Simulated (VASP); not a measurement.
# Au (P-1) in VASP: a series of runs

Aim: see how the results for Au move with the level of theory and the settings. Levels: r2SCAN, PBEsol. Tasks: single point.

Everything below comes from runs of VASP 6.6.1. Logs are shortened: lines on timing, memory, paths and dates and some standing lists are left out, and cuts for length are marked.

## (1) The cell of the first run

The typed cell holds 2 atoms: a = 2.871 Å, b = 2.876 Å, c = 5.293 Å, α = 103.14°, β = 102.66°, γ = 90.26°.

## (2) Single point, r2SCAN

Contents of POSCAR:

```
Au
1.0
    2.8707087448      0.0000000000      0.0000000000
   -0.0132094378      2.8754912702      0.0000000000
   -1.1602089120     -1.2086602150      5.0205878461
Au
2
Direct
    0.6728620000      0.6659620000      0.2740550000
    0.3271380000      0.3340380000      0.7259450000
```

Contents of INCAR.step1:

```
ALGO     = Normal         # electronic algorithm
EDIFF    = 1E-4           # SCF threshold, eV
ENCUT    = 520            # plane-wave cutoff, eV
GGA      = PE             # functional
ISMEAR   = -1             # smearing method
LASPH    = T              # aspherical terms in the spheres
LCHARG   = F              # write CHGCAR
LREAL    = F              # projectors in reciprocal space
LWAVE    = T              # write WAVECAR
NBANDS   = 18             # bands
NELM     = 60             # most SCF steps
PREC     = Accurate       # precision mode
SIGMA    = 0.05           # smearing width, eV
```

Contents of INCAR.step2:

```
ALGO     = Normal         # electronic algorithm
EDIFF    = 1E-6           # SCF threshold, eV
ENCUT    = 520            # plane-wave cutoff, eV
ISIF     = 2              # what is computed and relaxed
ISMEAR   = -1             # smearing method
ISTART   = 1            
LASPH    = T              # aspherical terms in the spheres
LCHARG   = T              # write CHGCAR
LELF     = T              # ELF
LMIXTAU  = T            
LREAL    = F              # projectors in reciprocal space
LVHAR    = T            
LWAVE    = F              # write WAVECAR
METAGGA  = R2SCAN         # meta-GGA
NBANDS   = 18             # bands
NELM     = 60             # most SCF steps
PREC     = Accurate       # precision mode
SIGMA    = 0.05           # smearing width, eV
```

Contents of KPOINTS:

```
k-points
0
Gamma
  10 10 6
```

Potentials or basis: VASP PAW PBE potentials, release 64 (Au).

Started as:

```sh
$ cat potpaw_PBE.64/Au/POTCAR > POTCAR
$ cp INCAR.step1 INCAR
$ mpirun -np 1 vasp_std > vasp.out
$ cp INCAR.step2 INCAR
$ mpirun -np 1 vasp_std > vasp.out
```

OUTCAR:

```text
EDIFF = 1E-6
   ENCUT = 520
   ISIF = 2
   ISMEAR = -1
   ISTART = 1
   LASPH = T
   LREAL = F
   METAGGA = R2SCAN
   NELM = 60
   PREC = Accurate

 ion  position               nearest neighbor table
   1  0.673  0.666  0.274-   2 2.79   2 2.97   2 3.04   2 3.06   2 3.11
   2  0.327  0.334  0.726-   1 2.79   1 2.97   1 3.04   1 3.06   1 3.11

  LATTYP: Found a triclinic cell.
 ALAT       =     2.8707087448
 B/A-ratio  =     1.4186468224
 C/A-ratio  =     2.8424930260
 COS(alpha) =     0.0022337933
 COS(beta)  =     0.5581870929
 COS(gamma) =     0.7081406305

  Lattice vectors:

 A1 = (  -2.8707087448,   0.0000000000,   0.0000000000)
 A2 = (  -2.8839181826,   2.8754912702,   0.0000000000)
 A3 = (  -4.5547897020,  -4.5423223254,  -5.0205878461)

Analysis of symmetry for initial positions (statically):
=====================================================================
 Subroutine PRICEL returns:
 Original cell was already a primitive cell.

 Routine SETGRP: Setting up the symmetry group for a
 triclinic supercell.

 Subroutine GETGRP returns: Found  2 space group operations
 (whereof  2 operations were pure point group operations)
 out of a pool of  2 trial point group operations.

The static configuration has the point symmetry S_2 .

Analysis of symmetry for dynamics (positions and initial velocities):
=====================================================================
 Subroutine PRICEL returns:
 Original cell was already a primitive cell.

 Routine SETGRP: Setting up the symmetry group for a
 triclinic supercell.

 Subroutine GETGRP returns: Found  2 space group operations
 (whereof  2 operations were pure point group operations)
 out of a pool of  2 trial point group operations.

The dynamic configuration has the point symmetry S_2 .

 Subroutine INISYM returns: Found  2 space group operations
 (whereof  2 operations are pure point group operations),
 and found     1 'primitive' translations

----------------------------------------------------------------------------------------

                                     Primitive cell

  volume of cell :      41.4434

  direct lattice vectors                    reciprocal lattice vectors
     2.870708745  0.000000000  0.000000000     0.348346032  0.001600233  0.080884614
    -0.013209438  2.875491270  0.000000000     0.000000000  0.347766662  0.083721616
    -1.160208912 -1.208660215  5.020587846     0.000000000  0.000000000  0.199179863

  length of vectors
     2.870708745  2.875521611  5.292754156     0.357616889  0.357702334  0.199179863

  position of ions in fractional coordinates (direct lattice)
     0.672862000  0.665962000  0.274055000
     0.327138000  0.334038000  0.725945000

  ion indices of the primitive-cell ions
   primitive index   ion index
                 1           1
                 2           2

----------------------------------------------------------------------------------------

 KPOINTS: k-points

Automatic generation of k-mesh.
 Grid dimensions read from file:
 generate k-points for:   10   10    6

 Generating k-lattice:

  Cartesian coordinates                     Fractional coordinates (reciprocal lattice)
     0.034834603  0.000160023  0.008088461     0.100000000  0.000000000 -0.000000000
     0.000000000  0.034776666  0.008372162     0.000000000  0.100000000 -0.000000000
     0.000000000  0.000000000  0.033196644     0.000000000  0.000000000  0.166666667

  Length of vectors
     0.035761689  0.035770233  0.033196644

  Shift w.r.t. Gamma in fractional coordinates (k-lattice)
     0.000000000  0.000000000  0.000000000

 Subroutine IBZKPT returns following result:
 ===========================================

 Found    304 irreducible k-points:

 Following reciprocal coordinates:
            Coordinates               Weight
  0.000000  0.000000  0.000000      1.000000
  0.100000  0.000000 -0.000000      2.000000
  0.200000  0.000000 -0.000000      2.000000
  0.300000  0.000000 -0.000000      2.000000
  0.400000 -0.000000 -0.000000      2.000000
[... 50 lines left out ...]
      1      -0.9664      2.00000
      2       0.7347      2.00000
      3       1.4333      2.00000
      4       1.5095      2.00000
      5       2.1376      2.00000
      6       2.6014      2.00000
[... 10 lines left out ...]
     17      23.4595      0.00000
     18      23.9607      0.00000

 k-point     4 :       0.3000    0.0000   -0.0000
  band No.  band energies     occupation
      1      -0.1673      2.00000
      2       0.8415      2.00000
      3       1.5767      2.00000
      4       1.9115      2.00000
      5       2.2167      2.00000
      6       2.7762      2.00000
[... 10 lines left out ...]
     17      22.9490      0.00000
     18      23.6122      0.00000

 k-point     5 :       0.4000   -0.0000   -0.0000
  band No.  band energies     occupation
      1       0.4086      2.00000
      2       0.8269      2.00000
      3       1.5271      2.00000
      4       1.7516      2.00000
      5       2.5323      2.00000
      6       2.8703      2.00000
[... 10 lines left out ...]
     17      23.1041      0.00000
     18      24.0987      0.00000

 k-point     6 :       0.5000    0.0000   -0.0000
  band No.  band energies     occupation
      1       0.6622      2.00000
      2       0.6877      2.00000
      3       1.5549      2.00000
      4       1.6995      2.00000
      5       2.6356      2.00000
      6       2.8054      2.00000
[... 307 lines left out ...]
 k-point    21 :       0.4000    0.2000   -0.0000
  band No.  band energies     occupation
      1       1.0669      2.00000
      2       1.1615      2.00000
      3       1.5755      2.00000
      4       1.9096      2.00000
      5       2.2301      2.00000
      6       2.6342      2.00000
[... 10 lines left out ...]
     17      19.0457      0.00000
     18      22.8090      0.00000

 k-point    22 :       0.5000    0.2000    0.0000
  band No.  band energies     occupation
      1       0.8631      2.00000
      2       1.3736      2.00000
      3       1.5299      2.00000
      4       1.8647      2.00000
      5       2.2201      2.00000
      6       2.6091      2.00000
[... 10 lines left out ...]
     17      20.1784      0.00000
     18      21.3740      0.00000

 k-point    23 :      -0.4000    0.2000    0.0000
  band No.  band energies     occupation
      1       0.7337      2.00000
      2       1.4704      2.00000
      3       1.5565      2.00000
      4       1.9082      2.00000
      5       2.2285      2.00000
      6       2.5906      2.00000
[... 10 lines left out ...]
     17      19.9827      0.00000
     18      21.7105      0.00000

 k-point    24 :      -0.3000    0.2000    0.0000
  band No.  band energies     occupation
      1       0.3815      2.00000
      2       1.6020      2.00000
      3       1.6698      2.00000
      4       1.9744      2.00000
      5       2.1760      2.00000
      6       2.6021      2.00000
[... 10 lines left out ...]
     17      18.9459      0.00000
     18      23.7563      0.00000

 [... further k-points ...]

------------------------ aborting loop because EDIFF is reached ----------------------------------------

  FORCE on cell =-STRESS in cart. coord.  units (eV):
  Direction    XX          YY          ZZ          XY          YZ          ZX
  --------------------------------------------------------------------------------------
  -------------------------------------------------------------------------------------
  Total       -2.5696315     -2.6081702     -2.0564663      0.0341779      0.0194367      0.0260761
  in kB      -99.3403460   -100.8302294    -79.5017032      1.3212978      0.7514112      1.0080841
  external PRESSURE =     -93.2240929 kB  Pullay stress =       0.0000000 kB

 VOLUME and BASIS-vectors are now :
 -----------------------------------------------------------------------------
  energy-cutoff  :      520.00
  volume of cell :       41.44
      direct lattice vectors                 reciprocal lattice vectors
     2.870708745  0.000000000  0.000000000     0.348346032  0.001600233  0.080884614
    -0.013209438  2.875491270  0.000000000     0.000000000  0.347766662  0.083721616
    -1.160208912 -1.208660215  5.020587846     0.000000000  0.000000000  0.199179863

 POSITION                                       TOTAL-FORCE (eV/Angst)
 -----------------------------------------------------------------------------------
      1.60483      1.58373      1.37592         0.014375      0.011048      0.082461
      0.09246      0.08310      3.64467        -0.014375     -0.011048     -0.082461
 -----------------------------------------------------------------------------------
    total drift:                                0.000000     -0.000000      0.000000

  FREE ENERGIE OF THE ION-ELECTRON SYSTEM (eV)
  ---------------------------------------------------
  free  energy   TOTEN  =      -100.8794208783 eV

  energy  without entropy=     -100.8763639800  energy(sigma->0) =     -100.87789243
```

Wall time 5.7 min (1 thread of Intel Xeon 6975P-C, shared host); peak memory 0.31 GiB.

What came out:

- Free energy: -100.8794 eV
- Pressure: -9.3 GPa
- Largest force: 0.084 eV/Å
- Band gap on the k mesh: zero (band 11 reaches 9.88 eV, above the bottom of band 12 at 4.43 eV)

Forces on the atoms (eV/Å):
```
Au   0.014  0.011  0.082
Au  -0.014 -0.011 -0.082
```

Stress tensor (GPa, compression positive):
```
 -9.93   0.13   0.10
  0.13 -10.08   0.08
  0.10   0.08  -7.95
```

Caveat: the PAW data sets were made with another functional, which shifts forces and pressure a little; spin-orbit coupling is left out, which moves the levels of the heavy elements.

## (3) Single point, PBEsol (volume scaled by 0.94)

Contents of INCAR:

```
SYSTEM = Au
PREC = Accurate ; ENCUT = 520
EDIFF = 1E-7 ; ISMEAR = -1
SIGMA = 0.05 ; LREAL = .False.
LASPH = .True. ; NELM = 100
ALGO = Fast ; ISIF = 2
LWAVE = .False. ; LCHARG = .False.
GGA = PS ; NBANDS = 18
```

Contents of KPOINTS:

```
Automatic mesh
0
Gamma
  10 10 6
  0 0 0
```

Contents of POSCAR:

```
Au
1.0
    2.7580139704      0.0000000000      0.0000000000
   -0.0126908779      2.7626087492      0.0000000000
   -1.1146628489     -1.1612121098      4.8234957461
Au
2
Direct
    0.6728620000      0.6659620000      0.2740550000
    0.3271380000      0.3340380000      0.7259450000
```

Potentials or basis: VASP PAW PBE potentials, release 64 (Au).

Started as:

```sh
$ cat potpaw_PBE.64/Au/POTCAR > POTCAR
$ mpirun -np 1 vasp_std > vasp.out
```

Wall time 80 s (1 thread of Intel Xeon 6975P-C (Granite Rapids), shared host); peak memory 0.28 GiB.

The run converged. Its results:

```
Free energy            : -7.5644 eV
Pressure               : -0.5 GPa
Largest force          : 0.074 eV/Å
Band gap on the k mesh : zero (band 11 reaches 11.24 eV, above the bottom of band 12 at 6.29 eV)
```

Forces on the atoms (eV/Å):
```
Au   0.041  0.038  0.049
Au  -0.041 -0.038 -0.049
```

Stress tensor (GPa, compression positive):
```
-1.12  0.29  1.31
 0.29 -1.51  1.03
 1.31  1.03  1.26
```

Levels at points of the mesh, in eV from the Fermi level:
```
           k point  band 7  band 8  band 9  band 10  band 11  band 12  band 13  band 14  band 15  band 16
(0.00, 0.00, 0.00)   -2.96   -2.36   -2.28    -2.01    -1.59    -0.25     3.01    14.36    14.53    15.87
(0.50, 0.00, 0.00)   -3.46   -3.13   -2.35    -1.79     0.54     1.29     2.83     5.89    10.04    11.99
(0.00, 0.50, 0.00)   -3.42   -3.07   -2.32    -1.84     0.48     1.30     2.67     5.85    10.00    12.23
(0.50, 0.50, 0.00)   -2.24   -1.32   -0.70    -0.68     2.62     4.79     6.47     6.82     7.78     9.18
(0.00, 0.00, 0.50)   -3.61   -3.16   -1.95    -1.70    -1.58    -1.53     9.65    11.97    12.67    12.83
(0.50, 0.00, 0.50)   -2.69   -2.47   -2.15    -2.02     0.04     1.20     1.92     5.31    10.16    14.99
(0.00, 0.50, 0.50)   -2.79   -2.51   -2.18    -2.00     0.08     1.27     1.85     5.34    10.15    14.72
(0.50, 0.50, 0.50)   -2.38   -1.63   -0.71    -0.67     3.00     5.40     6.03     6.80     7.63     8.78
```

Caveat: the PAW data sets were made with another functional, which shifts forces and pressure a little; spin-orbit coupling is left out, which moves the levels of the heavy elements.

## (4) Single point, PBEsol (volume scaled by 0.96)

Contents of INCAR:

```
SYSTEM = Au
PREC     = Accurate       ! precision mode
ENCUT    = 520            ! plane-wave cutoff, eV
EDIFF    = 1E-6           ! SCF threshold, eV
ISMEAR   = -1             ! smearing method
SIGMA    = 0.05           ! smearing width, eV
LREAL    = .False.        ! projectors in reciprocal space
LASPH    = .True.         ! aspherical terms in the spheres
NELM     = 100            ! most SCF steps
ALGO     = Fast           ! electronic algorithm
ISIF     = 2              ! what is computed and relaxed
LWAVE    = .False.        ! write WAVECAR
LCHARG   = .False.        ! write CHGCAR
GGA      = PS             ! functional
NBANDS   = 18             ! bands
```

Contents of KPOINTS:

```
regular mesh
0
Gamma
  10 10 6
  0 0 0
```

Contents of POSCAR:

```
Au
1.0
    2.7774372439      0.0000000000      0.0000000000
   -0.0127802532      2.7820643814      0.0000000000
   -1.1225128459     -1.1693899293      4.8574651452
Au
2
Direct
    0.6728620000      0.6659620000      0.2740550000
    0.3271380000      0.3340380000      0.7259450000
```

Started as:

```sh
$ cat potpaw_PBE.64/Au/POTCAR > POTCAR
$ mpirun -np 1 vasp_std > vasp.out
```

Run time: 61 s. Hardware: 1 thread of Intel Xeon 6975P-C (Granite Rapids), shared host; peak memory 0.28 GiB.

Results (log left out):

```
Free energy            : -7.5554 eV
Pressure               : -3.3 GPa
Largest force          : 0.091 eV/Å
Band gap on the k mesh : zero (band 11 reaches 10.92 eV, above the bottom of band 12 at 5.97 eV)
```

Forces in eV/Å, atoms in the order of the input:
```
Au   0.035  0.032  0.077
Au  -0.035 -0.032 -0.077
```

Stress tensor (GPa, compression positive):
```
-3.97  0.27  1.05
 0.27 -4.31  0.81
 1.05  0.81 -1.73
```

Levels at points of the mesh, in eV from the Fermi level:
| k point | band 7 | band 8 | band 9 | band 10 | band 11 | band 12 | band 13 | band 14 | band 15 | band 16 |
| --- | --- | --- | --- | --- | --- | --- | --- | --- | --- | --- |
| (0.00, 0.00, 0.00) | -2.90 | -2.32 | -2.25 | -1.99 | -1.58 | -0.16 | 2.91 | 14.23 | 14.39 | 15.76 |
| (0.50, 0.00, 0.00) | -3.38 | -3.04 | -2.31 | -1.78 | 0.52 | 1.24 | 2.82 | 5.76 | 9.92 | 11.84 |
| (0.00, 0.50, 0.00) | -3.35 | -2.98 | -2.29 | -1.82 | 0.46 | 1.25 | 2.67 | 5.72 | 9.88 | 12.08 |
| (0.50, 0.50, 0.00) | -2.21 | -1.32 | -0.73 | -0.71 | 2.65 | 4.74 | 6.30 | 6.75 | 7.60 | 9.09 |
| (0.00, 0.00, 0.50) | -3.53 | -3.09 | -1.93 | -1.69 | -1.57 | -1.53 | 9.54 | 11.81 | 12.58 | 12.74 |
| (0.50, 0.00, 0.50) | -2.64 | -2.43 | -2.08 | -2.00 | 0.04 | 1.24 | 1.85 | 5.18 | 10.06 | 14.79 |
| (0.00, 0.50, 0.50) | -2.74 | -2.45 | -2.12 | -1.98 | 0.08 | 1.31 | 1.79 | 5.21 | 10.05 | 14.53 |
| (0.50, 0.50, 0.50) | -2.35 | -1.62 | -0.74 | -0.70 | 3.02 | 5.34 | 5.86 | 6.74 | 7.46 | 8.72 |

Caveat: the PAW data sets were made with another functional, which shifts forces and pressure a little; spin-orbit coupling is left out, which moves the levels of the heavy elements.

## (5) Single point, PBEsol (volume scaled by 0.98)

Contents of INCAR:

```
SYSTEM = Au
PREC = Accurate ; ENCUT = 520
EDIFF = 1E-6 ; ISMEAR = -1
SIGMA = 0.05 ; LREAL = .FALSE.
LASPH = .TRUE. ; NELM = 100
ALGO = Fast ; ISIF = 2
LWAVE = .FALSE. ; LCHARG = .TRUE.
GGA = PS ; LELF = .TRUE.
LVHAR = .TRUE. ; NBANDS = 18
```

Contents of KPOINTS:

```
regular mesh
0
G
  10 10 6
  0 0 0
```

Contents of POSCAR:

```
Au
1.0
    2.7965925888      0.0000000000      0.0000000000
   -0.0128683956      2.8012516386      0.0000000000
   -1.1302545584     -1.1774549423      4.8909659635
Au
2
Direct
    0.6728620000      0.6659620000      0.2740550000
    0.3271380000      0.3340380000      0.7259450000
```

Started as:

```sh
$ cat potpaw_PBE.64/Au/POTCAR > POTCAR
$ mpirun -np 1 vasp_std > vasp.out
```

Wall time 58 s (1 thread of Intel Xeon 6975P-C (Granite Rapids), shared host); peak memory 0.29 GiB.

Results (log left out):

* Free energy: -7.5329 eV
* Pressure: -5.9 GPa
* Largest force: 0.110 eV/Å
* Band gap on the k mesh: zero (band 11 reaches 10.63 eV, above the bottom of band 12 at 5.67 eV)

Forces in eV/Å, atoms in the order of the input:
```
Au   0.029  0.026  0.103
Au  -0.029 -0.026 -0.103
```

Stress tensor (GPa, compression positive):
```
-6.55  0.25  0.81
 0.25 -6.83  0.62
 0.81  0.62 -4.45
```

Levels at points of the mesh, in eV from the Fermi level:
| k point | band 8 | band 9 | band 10 | band 11 | band 12 | band 13 | band 14 | band 15 |
| --- | --- | --- | --- | --- | --- | --- | --- | --- |
| (0.00, 0.00, 0.00) | -2.29 | -2.22 | -1.97 | -1.58 | -0.08 | 2.81 | 14.11 | 14.25 |
| (0.50, 0.00, 0.00) | -2.96 | -2.28 | -1.76 | 0.50 | 1.20 | 2.82 | 5.64 | 9.80 |
| (0.00, 0.50, 0.00) | -2.90 | -2.26 | -1.81 | 0.44 | 1.21 | 2.67 | 5.60 | 9.76 |
| (0.50, 0.50, 0.00) | -1.32 | -0.76 | -0.74 | 2.68 | 4.69 | 6.14 | 6.69 | 7.43 |
| (0.00, 0.00, 0.50) | -3.02 | -1.92 | -1.68 | -1.57 | -1.52 | 9.44 | 11.66 | 12.48 |
| (0.50, 0.00, 0.50) | -2.39 | -2.02 | -1.98 | 0.04 | 1.28 | 1.78 | 5.04 | 9.96 |
| (0.00, 0.50, 0.50) | -2.40 | -2.07 | -1.96 | 0.08 | 1.34 | 1.72 | 5.07 | 9.95 |
| (0.50, 0.50, 0.50) | -1.61 | -0.77 | -0.73 | 3.03 | 5.29 | 5.70 | 6.67 | 7.29 |

Caveat: the PAW data sets were made with another functional, which shifts forces and pressure a little; spin-orbit coupling is left out, which moves the levels of the heavy elements.

## (6) The runs side by side

| level | cell | gap on the mesh (eV) | pressure (GPa) | largest force (eV/Å) |
| --- | --- | --- | --- | --- |
| r2SCAN | a = 2.871, b = 2.876, c = 5.293 Å, angles 103.1, 102.7, 90.3°, 2 atoms | none | -9.3 | 0.08 |
| PBEsol | a = 2.758, b = 2.763, c = 5.085 Å, angles 103.1, 102.7, 90.3°, 2 atoms | none | -0.5 | 0.07 |
| PBEsol | a = 2.777, b = 2.782, c = 5.121 Å, angles 103.1, 102.7, 90.3°, 2 atoms | none | -3.3 | 0.09 |
| PBEsol | a = 2.797, b = 2.801, c = 5.156 Å, angles 103.1, 102.7, 90.3°, 2 atoms | none | -5.9 | 0.11 |

Alike in all rows: task single point; potentials or basis VASP PAW PBE potentials, release 64 (Au); no spin polarisation; k mesh 10 × 10 × 6; cutoff (eV) 520; smearing fermi-dirac 0.05 eV.

Caveats: the PAW data sets were made with another functional, which shifts forces and pressure a little; spin-orbit coupling is left out, which moves the levels of the heavy elements.

Absolute energies hang on the potentials; compare differences alone.
